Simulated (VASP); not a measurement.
# KCl (R-3m) in VASP: further runs

Runs on KCl. Level: PBEsol. Tasks: electric field gradients.

Everything below comes from runs of VASP 6.6.1. Logs are shortened: lines on timing, memory, paths and dates and some standing lists are left out, and cuts for length are marked.

### 1 The cell of the first run

Symmetry: R-3m, No. 166, trigonal system. The conventional cell has a = 5.191 Å, b = 5.191 Å, c = 6.168 Å, α = 90.00°, β = 90.00°, γ = 120.00°. K (site symmetry -3m) has 8 Cl at 3.08 to 3.17 Å and 6 K at 3.63 Å within 4.1 Å. Within 4.1 Å of Cl (site symmetry -3m) lie 8 K at 3.08 to 3.17 Å and 6 Cl at 3.63 Å.

### 2 Electric field gradients, PBEsol (equal xy, yz and zx shear strains of -2 %)

File INCAR:

```
PREC = Accurate
ENCUT = 400
EDIFF = 1E-8
ISMEAR = -1
SIGMA = 0.02
LREAL = F
LASPH = T
NELM = 120
ALGO = Normal
ISIF = 2
LWAVE = F
LCHARG = F
GGA = PS
LEFG = T
NBANDS = 15
GGA_COMPAT = F
```

File KPOINTS:

```
Automatic mesh
0
Gamma
  7 7 7
```

File POSCAR:

```
KCl
1.0
    3.6340000000     -0.0363400000     -0.0363400000
   -0.0363400000      3.6340000000     -0.0363400000
   -0.0363400000     -0.0363400000      3.6340000000
K Cl
1 1
Direct
    0.0000000000      0.0000000000      0.0000000000
    0.5000000000      0.5000000000      0.5000000000
```

Potentials or basis: VASP PAW PBE potentials, release 64 (K_sv, Cl).

Launch:

```sh
> cat potpaw_PBE.64/K_sv/POTCAR potpaw_PBE.64/Cl/POTCAR > POTCAR
> mpirun -np 1 vasp_std > vasp.out
```

OUTCAR:

```text
PREC = Accurate
   ENCUT = 400
   EDIFF = 1E-8
   ISMEAR = -1
   LREAL = F
   LASPH = T
   NELM = 120
   ISIF = 2
   GGA = PS

 ion  position               nearest neighbor table
   1  0.000  0.000  0.000-   2 3.08   2 3.08   2 3.17   2 3.17   2 3.17   2 3.17   2 3.17   2 3.17

   2  0.500  0.500  0.500-   1 3.08   1 3.08   1 3.17   1 3.17   1 3.17   1 3.17   1 3.17   1 3.17

  LATTYP: Found a trigonal (rhomboedric) cell.
 ALAT       =     3.6343633818
 COS(alpha) =    -0.0198960208

  Lattice vectors:

 A1 = (   3.6340000000,  -0.0363400000,  -0.0363400000)
 A2 = (  -0.0363400000,   3.6340000000,  -0.0363400000)
 A3 = (  -0.0363400000,  -0.0363400000,   3.6340000000)

Analysis of symmetry for initial positions (statically):
=====================================================================
 Subroutine PRICEL returns:
 Original cell was already a primitive cell.

 Routine SETGRP: Setting up the symmetry group for a
 trigonal (rhombohedral) supercell.

 Subroutine GETGRP returns: Found 12 space group operations
 (whereof 12 operations were pure point group operations)
 out of a pool of 12 trial point group operations.

The static configuration has the point symmetry D_3d.

Analysis of symmetry for dynamics (positions and initial velocities):
=====================================================================
 Subroutine PRICEL returns:
 Original cell was already a primitive cell.

 Routine SETGRP: Setting up the symmetry group for a
 trigonal (rhombohedral) supercell.

 Subroutine GETGRP returns: Found 12 space group operations
 (whereof 12 operations were pure point group operations)
 out of a pool of 12 trial point group operations.

The dynamic configuration has the point symmetry D_3d.

 Subroutine INISYM returns: Found 12 space group operations
 (whereof 12 operations are pure point group operations),
 and found     1 'primitive' translations

----------------------------------------------------------------------------------------

                                     Primitive cell

  volume of cell :      47.9760

  direct lattice vectors                    reciprocal lattice vectors
     3.634000000 -0.036340000 -0.036340000     0.275234469  0.002780146  0.002780146
[... 129 lines left out ...]
  free energy    TOTEN  =        -6.88247244 eV

  energy without entropy =       -6.88247244  energy(sigma->0) =       -6.88247244

 E-fermi :   0.5180     XC(G=0):  -9.0307

 val. band max:       -0.0363891642   @ k =  -0.4286   0.4286   0.0000
 cond. band min:       5.3578420827   @ k =   0.0000   0.0000   0.0000
 fundamental gap:      5.3942312469
 Fermi energy:         0.5179937782

 k-point     1 :       0.0000    0.0000    0.0000
  band No.  band energies     occupation
      1     -27.6539      2.00000
      2     -12.9107      2.00000
      3     -11.0739      2.00000
      4     -11.0602      2.00000
      5     -11.0602      2.00000
      6      -0.2560      2.00000
      7      -0.2352      2.00000
      8      -0.2352      2.00000
      9       5.3578      0.00000
     10       6.2146      0.00000
     11       6.2146      0.00000
     12      10.8937      0.00000
     13      11.0862      0.00000
     14      11.0862      0.00000
[... 401 lines left out ...]
      2     -12.7611      2.00000
      3     -11.3028      2.00000
      4     -11.1505      2.00000
      5     -11.0553      2.00000
      6      -1.7128      2.00000
      7      -1.1333      2.00000
      8      -0.4709      2.00000
      9       7.2926      0.00000
     10       8.2749      0.00000
     11       8.9411      0.00000
     12       9.5708      0.00000
     13      10.4445      0.00000
     14      10.8509      0.00000
     15      13.2156      0.00000

 [... further k-points ...]
[... 5 lines left out ...]
  --------------------------------------------------------------------------------------
  -------------------------------------------------------------------------------------
  Total        0.7342854      0.7342854      0.7342854      0.0962392      0.0962392      0.0962392
  in kB       24.5217728     24.5217728     24.5217728      3.2139488      3.2139488      3.2139488
  external PRESSURE =      24.5217728 kB  Pullay stress =       0.0000000 kB

 VOLUME and BASIS-vectors are now :
 -----------------------------------------------------------------------------
  energy-cutoff  :      400.00
  volume of cell :       47.98
      direct lattice vectors                 reciprocal lattice vectors
     3.634000000 -0.036340000 -0.036340000     0.275234469  0.002780146  0.002780146
    -0.036340000  3.634000000 -0.036340000     0.002780146  0.275234469  0.002780146
    -0.036340000 -0.036340000  3.634000000     0.002780146  0.002780146  0.275234469

 POSITION                                       TOTAL-FORCE (eV/Angst)
 -----------------------------------------------------------------------------------
      0.00000      0.00000      0.00000         0.000000     -0.000000     -0.000000
      1.78066      1.78066      1.78066        -0.000000      0.000000      0.000000
 -----------------------------------------------------------------------------------
    total drift:                                0.000000      0.000000     -0.000000

  FREE ENERGIE OF THE ION-ELECTRON SYSTEM (eV)
  ---------------------------------------------------
  free  energy   TOTEN  =        -6.8824724390 eV

  energy  without entropy=       -6.8824724390  energy(sigma->0) =       -6.88247244

 Electric field gradients (V/A^2)
---------------------------------------------------------------------
 ion       V_xx      V_yy      V_zz      V_xy      V_xz      V_yz
---------------------------------------------------------------------
   1       0.000     0.000    -0.000    -2.493    -2.493    -2.493
   2      -0.000    -0.000     0.000    -0.942    -0.942    -0.942
---------------------------------------------------------------------

 Electric field gradients after diagonalization (V/A^2)
 (convention: |V_zz| > |V_xx| > |V_yy|)
----------------------------------------------------------------------
 ion       V_xx      V_yy      V_zz     asymmetry (V_yy - V_xx)/ V_zz
----------------------------------------------------------------------
   1       2.493     2.493    -4.986       0.000
   2       0.942     0.942    -1.883       0.000
----------------------------------------------------------------------

           NMR quadrupolar parameters

 Cq : quadrupolar parameter    Cq=e*Q*V_zz/h
 eta: asymmetry parameters     (V_yy - V_xx)/ V_zz
 Q  : nuclear electric quadrupole moment in mb (millibarn)
----------------------------------------------------------------------
 ion       Cq(MHz)       eta       Q (mb)
----------------------------------------------------------------------
   1      -0.012       0.000       1.000
   2      -0.005       0.000       1.000
----------------------------------------------------------------------
```

It took 15 s on 1 thread of AMD EPYC 7R13 (Zen 3), shared host; peak memory 0.12 GiB.

Results:

| Item | Value |
| --- | --- |
| Free energy | -6.8825 eV |
| Pressure | 2.5 GPa |
| Band gap on the k mesh | 5.39 eV (least direct gap 5.59 eV) |
| Largest electric field gradient by atom | K -5.0; Cl -1.9 V/Å² |

Stress tensor (GPa, compression positive):
```
2.45 0.32 0.32
0.32 2.45 0.32
0.32 0.32 2.45
```

Electric field gradients, principal values (V/Å²):
| atom | least | middle | greatest (by size) |
| --- | --- | --- | --- |
| 1 K | 2.493 | 2.493 | -4.986 |
| 2 Cl | 0.942 | 0.942 | -1.883 |

Caveat: the cell differs from its parent crystal (equal xy, yz and zx shear strains of -2 %); without QUAD_EFG the Cq values of the log hold for a quadrupole moment of 1 mb, not for the nuclei; the PAW data sets were made with another functional, which shifts forces and pressure a little. A k mesh can miss the band edges.

### 3 Electric field gradients, PBEsol (equal xy, yz and zx shear strains of +1 %)

File INCAR:

```
SYSTEM = KCl
  PREC = Accurate
  ENCUT = 400
  EDIFF = 1E-8
  ISMEAR = -1
  SIGMA = 0.02
  LREAL = .False.
  LASPH = .True.
  NELM = 120
  ALGO = Normal
  ISIF = 2
  LWAVE = .False.
  LCHARG = .False.
  GGA = PS
  LEFG = .True.
  NBANDS = 15
  GGA_COMPAT = .False.
```

File KPOINTS:

```
Automatic mesh
0
Gamma
  7 7 7
  0 0 0
```

File POSCAR:

```
KCl
1.0
    3.6340000000      0.0181700000      0.0181700000
    0.0181700000      3.6340000000      0.0181700000
    0.0181700000      0.0181700000      3.6340000000
K Cl
1 1
Direct
    0.0000000000      0.0000000000      0.0000000000
    0.5000000000      0.5000000000      0.5000000000
```

Potentials or basis: VASP PAW PBE potentials, release 64 (K_sv, Cl).

Launch:

```sh
> cat potpaw_PBE.64/K_sv/POTCAR potpaw_PBE.64/Cl/POTCAR > POTCAR
> mpirun -np 1 vasp_std > vasp.out
```

OUTCAR:

```text
SYSTEM = KCl
   PREC = Accurate
   ENCUT = 400
   EDIFF = 1E-8
   ISMEAR = -1
   LREAL = .False.
   LASPH = .True.
   NELM = 120
   ISIF = 2
   GGA = PS

 ion  position               nearest neighbor table
   1  0.000  0.000  0.000-   2 3.14   2 3.14   2 3.14   2 3.14   2 3.14   2 3.14   2 3.18   2 3.18

   2  0.500  0.500  0.500-   1 3.14   1 3.14   1 3.14   1 3.14   1 3.14   1 3.14   1 3.18   1 3.18

  LATTYP: Found a trigonal (rhomboedric) cell.
 ALAT       =     3.6340908489
 COS(alpha) =     0.0100244988

  Lattice vectors:

 A1 = (   3.6340000000,   0.0181700000,   0.0181700000)
 A2 = (   0.0181700000,   3.6340000000,   0.0181700000)
 A3 = (   0.0181700000,   0.0181700000,   3.6340000000)

Analysis of symmetry for initial positions (statically):
=====================================================================
 Subroutine PRICEL returns:
 Original cell was already a primitive cell.

 Routine SETGRP: Setting up the symmetry group for a
 trigonal (rhombohedral) supercell.

 Subroutine GETGRP returns: Found 12 space group operations
 (whereof 12 operations were pure point group operations)
 out of a pool of 12 trial point group operations.

The static configuration has the point symmetry D_3d.

Analysis of symmetry for dynamics (positions and initial velocities):
=====================================================================
 Subroutine PRICEL returns:
 Original cell was already a primitive cell.

 Routine SETGRP: Setting up the symmetry group for a
 trigonal (rhombohedral) supercell.

[... 167 lines left out ...]
      8      -0.2344      2.00000
      9       5.3574      0.00000
     10       6.2114      0.00000
     11       6.2114      0.00000
     12      10.9890      0.00000
     13      10.9890      0.00000
     14      11.1018      0.00000
[... 401 lines left out ...]
      2     -12.7638      2.00000
      3     -11.2947      2.00000
      4     -11.1507      2.00000
      5     -11.0594      2.00000
      6      -1.7333      2.00000
      7      -1.1396      2.00000
      8      -0.4719      2.00000
      9       7.2690      0.00000
     10       8.2215      0.00000
     11       8.9052      0.00000
     12       9.5849      0.00000
     13      10.5014      0.00000
     14      10.8869      0.00000
     15      13.0943      0.00000

 [... further k-points ...]
[... 5 lines left out ...]
  --------------------------------------------------------------------------------------
  -------------------------------------------------------------------------------------
  Total        0.7209895      0.7209895      0.7209895     -0.0384139     -0.0384139     -0.0384139
  in kB       24.0722797     24.0722797     24.0722797     -1.2825562     -1.2825562     -1.2825562
  external PRESSURE =      24.0722797 kB  Pullay stress =       0.0000000 kB

 VOLUME and BASIS-vectors are now :
 -----------------------------------------------------------------------------
  energy-cutoff  :      400.00
  volume of cell :       47.99
      direct lattice vectors                 reciprocal lattice vectors
     3.634000000  0.018170000  0.018170000     0.275192557 -0.001369117 -0.001369117
     0.018170000  3.634000000  0.018170000    -0.001369117  0.275192557 -0.001369117
     0.018170000  0.018170000  3.634000000    -0.001369117 -0.001369117  0.275192557

 POSITION                                       TOTAL-FORCE (eV/Angst)
 -----------------------------------------------------------------------------------
      0.00000      0.00000      0.00000        -0.000000     -0.000000     -0.000000
      1.83517      1.83517      1.83517         0.000000      0.000000      0.000000
 -----------------------------------------------------------------------------------
    total drift:                               -0.000000      0.000000     -0.000000

  FREE ENERGIE OF THE ION-ELECTRON SYSTEM (eV)
  ---------------------------------------------------
  free  energy   TOTEN  =        -6.8848229571 eV

  energy  without entropy=       -6.8848229571  energy(sigma->0) =       -6.88482296

 Electric field gradients (V/A^2)
---------------------------------------------------------------------
 ion       V_xx      V_yy      V_zz      V_xy      V_xz      V_yz
---------------------------------------------------------------------
   1      -0.000     0.000     0.000     1.134     1.134     1.134
   2      -0.000    -0.000     0.000     0.344     0.344     0.344
---------------------------------------------------------------------

 Electric field gradients after diagonalization (V/A^2)
 (convention: |V_zz| > |V_xx| > |V_yy|)
----------------------------------------------------------------------
 ion       V_xx      V_yy      V_zz     asymmetry (V_yy - V_xx)/ V_zz
----------------------------------------------------------------------
   1      -1.134    -1.134     2.268       0.000
   2      -0.344    -0.344     0.689       0.000
----------------------------------------------------------------------

           NMR quadrupolar parameters

 Cq : quadrupolar parameter    Cq=e*Q*V_zz/h
 eta: asymmetry parameters     (V_yy - V_xx)/ V_zz
 Q  : nuclear electric quadrupole moment in mb (millibarn)
----------------------------------------------------------------------
 ion       Cq(MHz)       eta       Q (mb)
----------------------------------------------------------------------
   1       0.005       0.000       1.000
   2       0.002       0.000       1.000
----------------------------------------------------------------------
```

OSZICAR:

```text
N       E                     dE             d eps       ncg     rms          rms(c)
DAV:   1     0.839892443034E+02    0.83989E+02   -0.63782E+03  1320   0.811E+02
DAV:   2    -0.300568156217E+01   -0.86995E+02   -0.81790E+02  1760   0.223E+02
DAV:   3    -0.699869908286E+01   -0.39930E+01   -0.39773E+01  1776   0.423E+01
DAV:   4    -0.712950122634E+01   -0.13080E+00   -0.13078E+00  1922   0.724E+00
DAV:   5    -0.713056663414E+01   -0.10654E-02   -0.10654E-02  1854   0.698E-01    0.364E+00
DAV:   6    -0.691222527702E+01    0.21834E+00   -0.21468E-01  1635   0.330E+00    0.307E+00
DAV:   7    -0.688395692218E+01    0.28268E-01   -0.71145E-02  1747   0.196E+00    0.175E+00
DAV:   8    -0.688474248167E+01   -0.78556E-03   -0.15423E-02  1867   0.954E-01    0.231E-01
DAV:   9    -0.688468308616E+01    0.59396E-04   -0.52349E-04  1719   0.155E-01    0.917E-02
DAV:  10    -0.688482555350E+01   -0.14247E-03   -0.19483E-04  1531   0.111E-01    0.306E-02
DAV:  11    -0.688482201410E+01    0.35394E-05   -0.14512E-05  1831   0.292E-02    0.113E-02
DAV:  12    -0.688482312202E+01   -0.11079E-05   -0.77106E-07  1470   0.680E-03    0.236E-03
DAV:  13    -0.688482299740E+01    0.12461E-06   -0.60325E-08  1769   0.187E-03    0.427E-04
DAV:  14    -0.688482293842E+01    0.58982E-07   -0.44807E-09  1332   0.599E-04    0.784E-05
DAV:  15    -0.688482295359E+01   -0.15168E-07   -0.89293E-10  1192   0.222E-04    0.857E-05
DAV:  16    -0.688482295706E+01   -0.34740E-08   -0.28205E-10   898   0.110E-04
   1 F= -.68848230E+01 E0= -.68848230E+01  d E =-.694986E-13
```

It took 15 s on 1 thread of AMD EPYC 7R13 (Zen 3), shared host; peak memory 0.12 GiB.

Results:

```
Free energy                             : -6.8848 eV
Pressure                                : 2.4 GPa
Band gap on the k mesh                  : 5.39 eV (least direct gap 5.59 eV)
Largest electric field gradient by atom : K +2.3; Cl +0.7 V/Å²
```

Stress tensor (GPa, compression positive):
```
 2.41 -0.13 -0.13
-0.13  2.41 -0.13
-0.13 -0.13  2.41
```

Electric field gradients, principal values (V/Å²):
```csv
atom,least,middle,greatest (by size)
1 K,-1.134,-1.134,2.268
2 Cl,-0.344,-0.344,0.689
```

Caveat: the cell differs from its parent crystal (equal xy, yz and zx shear strains of +1 %); without QUAD_EFG the Cq values of the log hold for a quadrupole moment of 1 mb, not for the nuclei; the PAW data sets were made with another functional, which shifts forces and pressure a little. A k mesh can miss the band edges.

[end of part 1 of 3]
